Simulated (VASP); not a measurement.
# BN (P6_3/mmc) in VASP: settings compared

BN is run at these levels: PBE, LDA, r2SCAN; tasks: electric field gradients.

All numbers are computed with VASP 6.6.1; they aren't measurements. Logs are shortened: lines on timing, memory, paths and dates and some standing lists are left out, and cuts for length are marked.

### 1 The cell of the first run

Symmetry: P6_3/mmc, No. 194, hexagonal system. Conventional cell: a = 2.498 Å, b = 2.498 Å, c = 6.636 Å, α = 90.00°, β = 90.00°, γ = 120.00°. Within 1.9 Å of B (site symmetry -6m2) lie 3 N at 1.44 Å. Within 1.9 Å of N (site symmetry -6m2) lie 3 B at 1.44 Å.

### 2 Electric field gradients, PBE

INCAR

```
PREC = Accurate ; ENCUT = 520
EDIFF = 1E-8 ; ISMEAR = -1
SIGMA = 0.02 ; LREAL = F
LASPH = T ; NELM = 60
ALGO = Normal ; ISIF = 2
LWAVE = F ; LCHARG = F
GGA = PE ; LEFG = T
NBANDS = 16
```

KPOINTS

```
Automatic mesh
0
Gamma
  14 14 5
```

POSCAR

```
BN
1.0
    2.4982400000      0.0000000000      0.0000000000
   -1.2491200000      2.1635393048      0.0000000000
    0.0000000000      0.0000000000      6.6357000000
B N
2 2
Direct
    0.3333333333      0.6666666667      0.2500000000
    0.6666666667      0.3333333333      0.7500000000
    0.3333333333      0.6666666667      0.7500000000
    0.6666666667      0.3333333333      0.2500000000
```

Potentials or basis: VASP PAW PBE potentials, release 64 (B, N).

On the command line:

```bash
> cat potpaw_PBE.64/B/POTCAR potpaw_PBE.64/N/POTCAR > POTCAR
> mpirun -np 1 vasp_std > vasp.out
```

OUTCAR:

```text
PREC = Accurate
   ENCUT = 520
   EDIFF = 1E-8
   ISMEAR = -1
   LREAL = F
   LASPH = T
   NELM = 60
   ISIF = 2
   GGA = PE

 ion  position               nearest neighbor table
   1  0.333  0.667  0.250-   4 1.44   4 1.44   4 1.44
   2  0.667  0.333  0.750-   3 1.44   3 1.44   3 1.44
   3  0.333  0.667  0.750-   2 1.44   2 1.44   2 1.44
   4  0.667  0.333  0.250-   1 1.44   1 1.44   1 1.44

  LATTYP: Found a hexagonal cell.
 ALAT       =     2.4982400000
 C/A-ratio  =     2.6561499296

  Lattice vectors:

 A1 = (   2.4982400000,   0.0000000000,   0.0000000000)
 A2 = (  -1.2491200000,   2.1635393048,   0.0000000000)
 A3 = (   0.0000000000,   0.0000000000,   6.6357000000)

Analysis of symmetry for initial positions (statically):
=====================================================================
 Subroutine PRICEL returns:
 Original cell was already a primitive cell.

 Routine SETGRP: Setting up the symmetry group for a
 hexagonal supercell.

 Subroutine GETGRP returns: Found 24 space group operations
 (whereof 12 operations were pure point group operations)
 out of a pool of 24 trial point group operations.

The static configuration has the point symmetry D_3d.
 The point group associated with its full space group is D_6h.

Analysis of symmetry for dynamics (positions and initial velocities):
=====================================================================
 Subroutine PRICEL returns:
 Original cell was already a primitive cell.

 Routine SETGRP: Setting up the symmetry group for a
 hexagonal supercell.

 Subroutine GETGRP returns: Found 24 space group operations
 (whereof 12 operations were pure point group operations)
 out of a pool of 24 trial point group operations.

The dynamic configuration has the point symmetry D_3d.
 The point group associated with its full space group is D_6h.

 Subroutine INISYM returns: Found 24 space group operations
 (whereof 12 operations are pure point group operations),
 and found     1 'primitive' translations

----------------------------------------------------------------------------------------

                                     Primitive cell

  volume of cell :      35.8662

  direct lattice vectors                    reciprocal lattice vectors
     2.498240000  0.000000000  0.000000000     0.400281798  0.231102804  0.000000000
    -1.249120000  2.163539305  0.000000000     0.000000000  0.462205608  0.000000000
     0.000000000  0.000000000  6.635700000     0.000000000  0.000000000  0.150700002

  length of vectors
     2.498240000  2.498240000  6.635700000     0.462205608  0.462205608  0.150700002

  position of ions in fractional coordinates (direct lattice)
     0.333333333  0.666666667  0.250000000
     0.666666667  0.333333333  0.750000000
     0.333333333  0.666666667  0.750000000
     0.666666667  0.333333333  0.250000000

  ion indices of the primitive-cell ions
   primitive index   ion index
                 1           1
                 2           2
                 3           3
                 4           4

----------------------------------------------------------------------------------------

 KPOINTS: Automatic mesh

Automatic generation of k-mesh.
 Grid dimensions read from file:
 generate k-points for:   14   14    5

 Generating k-lattice:

  Cartesian coordinates                     Fractional coordinates (reciprocal lattice)
     0.028591557  0.016507343  0.000000000     0.071428571 -0.000000000  0.000000000
     0.000000000  0.033014686  0.000000000     0.000000000  0.071428571  0.000000000
     0.000000000  0.000000000  0.030140000     0.000000000  0.000000000  0.200000000

  Length of vectors
     0.033014686  0.033014686  0.030140000

  Shift w.r.t. Gamma in fractional coordinates (k-lattice)
     0.000000000  0.000000000  0.000000000

 Subroutine IBZKPT returns following result:
 ===========================================

 Found     72 irreducible k-points:

 Following reciprocal coordinates:
            Coordinates               Weight
  0.000000  0.000000  0.000000      1.000000
  0.071429  0.000000  0.000000      6.000000
  0.142857  0.000000  0.000000      6.000000
  0.214286  0.000000  0.000000      6.000000
  0.285714  0.000000  0.000000      6.000000
  0.357143  0.000000  0.000000      6.000000
[... 16 lines left out ...]
  0.285714  0.285714  0.000000      6.000000
  0.357143  0.285714  0.000000      6.000000
 [... further k-points ...]
   k-points           NKPTS =     72   k-points in BZ     NKDIM =     72   number of bands    NBANDS=     16
   number of dos      NEDOS =    301   number of ions     NIONS =      4
   total plane-waves  NPLWV =  20000
   dimension x,y,z NGX =    20 NGY =   20 NGZ =   50
   dimension x,y,z NGXF=    40 NGYF=   40 NGZF=  100
   ions per type =               2   2
   NGX,Y,Z   is equivalent  to a cutoff of  13.31, 13.31, 12.53 a.u.
   NGXF,Y,Z  is equivalent  to a cutoff of  26.62, 26.62, 25.05 a.u.
 SYSTEM =  unknown system
   PREC   = accura    normal or accurate (medium, high low for compatibility)
   ISTART =      0    job   : 0-new  1-cont  2-samecut
   ICHARG =      2    charge: 1-file 2-atom 10-const
   ISPIN  =      1    spin polarized calculation?
   LNONCOLLINEAR =      F non collinear calculations
   LSORBIT =      F    spin-orbit coupling
   LASPH  =      T    aspherical Exc in radial PAW
   ENCUT  =  520.0 eV  38.22 Ry    6.18 a.u.   4.65  4.65 12.34*2*pi/ulx,y,z
   NELM   =     60;   NELMIN=  2; NELMDL= -5     # of ELM steps
   EDIFF  = 0.1E-07   stopping-criterion for ELM
   LREAL  =      F    real-space projection
   EDIFFG = 0.1E-06   stopping-criterion for IOM
   NSW    =      0    number of steps for IOM
   IBRION =     -1    ionic relax: 0-MD 1-quasi-New 2-CG
   NFREE  =      0    steps in history (QN), initial steepest desc. (CG)
   ISIF   =      2    stress and relaxation
   ISYM   =      2    0-nonsym 1-usesym 2-fastsym
   POTIM  = 0.5000    time-step for ionic-motion
   TEBEG  =    0.0;   TEEND  =   0.0 temperature during run
   PSTRESS=    0.0 pullay stress
   NELECT =      16.0000    total number of electrons
   NUPDOWN=      -1.0000    fix difference up-down
   EMIN   =  10.00;   EMAX   =-10.00  energy-range for DOS
   EFERMI =   0.00;   METHOD = LEGACY
   ISMEAR =    -1;   SIGMA  =   0.02  broadening in eV -4-tet -1-fermi 0-gaus
   EFERMI_NEDOS =   21; number of points for ismear=-14 and -15
   IALGO  =     38    algorithm
   IMIX   =      4    mixing-type and parameters
     AMIX     =   0.40;   BMIX     =  1.00
     AMIX_MAG =   1.60;   BMIX_MAG =  1.00
  volume/ion in A,a.u.               =       8.97        60.51
  Fermi-wavevector in a.u.,A,eV,Ry     =   1.250891  2.363842 21.289433  1.564729
  Thomas-Fermi vector in A             =   2.384864
   LORBIT       =      0    0 simple, 1 ext, 2 COOP (PROOUT), +10 PAW based schemes
   GGA     = PE    functional components
   LHFCALC =     F    Hartree Fock is set to
   AEXX    =    0.0000 exact exchange contribution
   IVDW    =     0    specifies the selected vdW correction
   LEPSILON=     F    determine dielectric tensor
   LRPA    =     F    only Hartree local field effects (RPA)
 non-spin polarized calculation
  energy-cutoff  :      520.00
  volume of cell :       35.87
 maximum number of plane-waves:       985
 NGX is ok and might be reduce to    20
   NGX =  9   NGY =  9   NGZ = 25

 number of electron      15.9999997 magnetization

 Free energy of the ion-electron system (eV)
  ---------------------------------------------------
  ext. energy  EPLUGINS =         0.00000000
  ---------------------------------------------------
  free energy    TOTEN  =       -35.14691127 eV

  energy without entropy =      -35.14691127  energy(sigma->0) =      -35.14691127

 E-fermi :   2.8039     XC(G=0): -10.0886

 val. band max:        2.3353993606   @ k =   0.3571   0.2857   0.0000
 cond. band min:       6.5951041517   @ k =   0.5000   0.0000   0.0000
 fundamental gap:      4.2597047911
 Fermi energy:         2.8038939727

 k-point     1 :       0.0000    0.0000    0.0000
  band No.  band energies     occupation
      1     -15.5316      2.00000
      2     -15.2363      2.00000
      3      -3.9420      2.00000
      4      -1.8138      2.00000
      5       0.9861      2.00000
      6       0.9861      2.00000
[... 8 lines left out ...]
     15      14.6584      0.00000
     16      15.4187      0.00000

 k-point     2 :       0.0714    0.0000    0.0000
  band No.  band energies     occupation
      1     -15.4311      2.00000
      2     -15.1392      2.00000
      3      -3.8040      2.00000
      4      -1.6898      2.00000
      5       0.5699      2.00000
      6       0.6030      2.00000
[... 8 lines left out ...]
     15      15.0186      0.00000
     16      15.0411      0.00000

 k-point     3 :       0.1429    0.0000    0.0000
  band No.  band energies     occupation
      1     -15.1332      2.00000
      2     -14.8516      2.00000
      3      -3.3936      2.00000
      4      -1.3231      2.00000
      5      -0.5290      2.00000
      6      -0.4934      2.00000
[... 8 lines left out ...]
     15      15.7044      0.00000
     16      15.9008      0.00000

 k-point     4 :       0.2143    0.0000    0.0000
  band No.  band energies     occupation
      1     -14.6514      2.00000
      2     -14.3875      2.00000
      3      -2.7233      2.00000
      4      -2.0071      2.00000
      5      -1.9561      2.00000
      6      -0.7326      2.00000
[... 8 lines left out ...]
     15      17.3877      0.00000
     16      17.5010      0.00000
[... 324 lines left out ...]
 k-point    22 :       0.3571    0.2143    0.0000
  band No.  band energies     occupation
      1     -11.9980      2.00000
      2     -11.9263      2.00000
      3      -6.0326      2.00000
      4      -5.9465      2.00000
      5      -3.7925      2.00000
      6      -3.7209      2.00000
[... 8 lines left out ...]
     15      17.7086      0.00000
     16      19.8442      0.00000

 k-point    23 :       0.2857    0.2857    0.0000
  band No.  band energies     occupation
      1     -11.9616      2.00000
      2     -11.8815      2.00000
      3      -5.7092      2.00000
      4      -5.6248      2.00000
      5      -4.2910      2.00000
      6      -4.2556      2.00000
[... 8 lines left out ...]
     15      18.5678      0.00000
     16      19.6286      0.00000

 k-point    24 :       0.3571    0.2857    0.0000
  band No.  band energies     occupation
      1     -11.7447      2.00000
      2     -11.7170      2.00000
      3      -5.8015      2.00000
      4      -5.6731      2.00000
      5      -4.6359      2.00000
      6      -4.5966      2.00000
[... 8 lines left out ...]
     15      19.1308      0.00000
     16      19.2741      0.00000

 [... further k-points ...]
[... 5 lines left out ...]
  --------------------------------------------------------------------------------------
  -------------------------------------------------------------------------------------
  Total        1.4091637      1.4091637      0.6367409      0.0000000     -0.0000000      0.0000000
  in kB       62.9486402     62.9486402     28.4438003      0.0000000     -0.0000000      0.0000000
  external PRESSURE =      51.4470269 kB  Pullay stress =       0.0000000 kB

 VOLUME and BASIS-vectors are now :
 -----------------------------------------------------------------------------
  energy-cutoff  :      520.00
  volume of cell :       35.87
      direct lattice vectors                 reciprocal lattice vectors
     2.498240000  0.000000000  0.000000000     0.400281798  0.231102804  0.000000000
    -1.249120000  2.163539305  0.000000000     0.000000000  0.462205608  0.000000000
     0.000000000  0.000000000  6.635700000     0.000000000  0.000000000  0.150700002

 POSITION                                       TOTAL-FORCE (eV/Angst)
 -----------------------------------------------------------------------------------
     -0.00000      1.44236      1.65892        -0.000000      0.000000      0.000000
      1.24912      0.72118      4.97677         0.000000     -0.000000      0.000000
     -0.00000      1.44236      4.97677         0.000000      0.000000      0.000000
      1.24912      0.72118      1.65892        -0.000000     -0.000000      0.000000
 -----------------------------------------------------------------------------------
    total drift:                                0.000000     -0.000000      0.000000

  FREE ENERGIE OF THE ION-ELECTRON SYSTEM (eV)
  ---------------------------------------------------
  free  energy   TOTEN  =       -35.1469112703 eV

  energy  without entropy=      -35.1469112703  energy(sigma->0) =      -35.14691127

 Electric field gradients (V/A^2)
---------------------------------------------------------------------
 ion       V_xx      V_yy      V_zz      V_xy      V_xz      V_yz
---------------------------------------------------------------------
   1     -17.630   -17.630    35.260     0.000    -0.000     0.000
   2     -17.630   -17.630    35.260     0.000     0.000    -0.000
   3      -1.204    -1.205     2.409    -0.001     0.000    -0.000
   4      -1.204    -1.205     2.409    -0.001    -0.000     0.000
---------------------------------------------------------------------

 Electric field gradients after diagonalization (V/A^2)
 (convention: |V_zz| > |V_xx| > |V_yy|)
----------------------------------------------------------------------
 ion       V_xx      V_yy      V_zz     asymmetry (V_yy - V_xx)/ V_zz
----------------------------------------------------------------------
   1     -17.630   -17.630    35.260       0.000
   2     -17.630   -17.630    35.260       0.000
   3      -1.205    -1.204     2.409       0.001
   4      -1.205    -1.204     2.409       0.001
----------------------------------------------------------------------

           NMR quadrupolar parameters

 Cq : quadrupolar parameter    Cq=e*Q*V_zz/h
 eta: asymmetry parameters     (V_yy - V_xx)/ V_zz
 Q  : nuclear electric quadrupole moment in mb (millibarn)
----------------------------------------------------------------------
 ion       Cq(MHz)       eta       Q (mb)
----------------------------------------------------------------------
   1       0.085       0.000       1.000
   2       0.085       0.000       1.000
   3       0.006       0.001       1.000
   4       0.006       0.001       1.000
----------------------------------------------------------------------
```

It took 91 s on 1 thread of AMD EPYC 7R13 (Zen 3), shared host; peak memory 0.13 GiB.

Results:

* Free energy: -35.1469 eV
* Pressure: 5.1 GPa
* Band gap on the k mesh: 4.26 eV, indirect (least direct gap 4.70 eV)

Stress tensor (GPa, compression positive):
```
6.29 0.00 0.00
0.00 6.29 0.00
0.00 0.00 2.84
```

Electric field gradients, principal values (V/Å²):
```tsv
atom	least	middle	greatest (by size)
1 B	-17.630	-17.630	35.260
2 B	-17.630	-17.630	35.260
3 N	-1.204	-1.205	2.409
4 N	-1.204	-1.205	2.409
```

Caveat: without QUAD_EFG the Cq values of the log hold for a quadrupole moment of 1 mb, not for the nuclei; this functional lacks dispersion, which binds the layers, so the pressure and a relaxed spacing across them are unreliable. A k mesh can miss the band edges.

[end of part 1 of 2]
